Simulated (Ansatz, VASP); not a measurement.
**Two plane-wave programs on NbAs**

```xyz
2
Lattice="2.9160 0.0000 0.0000 -1.4580 2.5253 0.0000 0.0000 0.0000 5.2422" Properties=species:S:1:pos:R:3 pbc="T T T"
Nb    0.0000    0.0000    0.0000
As    0.0000    0.0000    2.6211
```

Alike in both runs: functional PBE; k mesh 6 × 6 × 5; occupations gaussian, width 0.2 eV; no spin polarisation.

Ansatz relaxed the structure, and its values are those at the end. VASP's run is a single point on that final structure, the one shown.

|  | VASP | Ansatz |
| --- | --- | --- |
| version | VASP 6.6.1 | Ansatz 0.2.0 |
| potentials or method | VASP PAW PBE potentials, release 64 (Nb_sv, As), cutoff 500 eV | scalar-relativistic, plane waves, PAW |
| valence electrons in the cell | 18 | 28 |

|  | VASP | Ansatz | Ansatz less VASP |
| --- | --- | --- | --- |
| gap on the k mesh at the Fermi level (eV) | none | none | - |
| pressure (GPa) | 0.0 | 0.1 | +0.07 |

A gap of «none» marks a metal or a gap that the smearing closes. VASP's potentials hold 18 valence electrons a cell and Ansatz's 28, so a difference there can come from the potentials and not from the codes.

The k mesh is coarse, so the values compare programs but aren't converged.
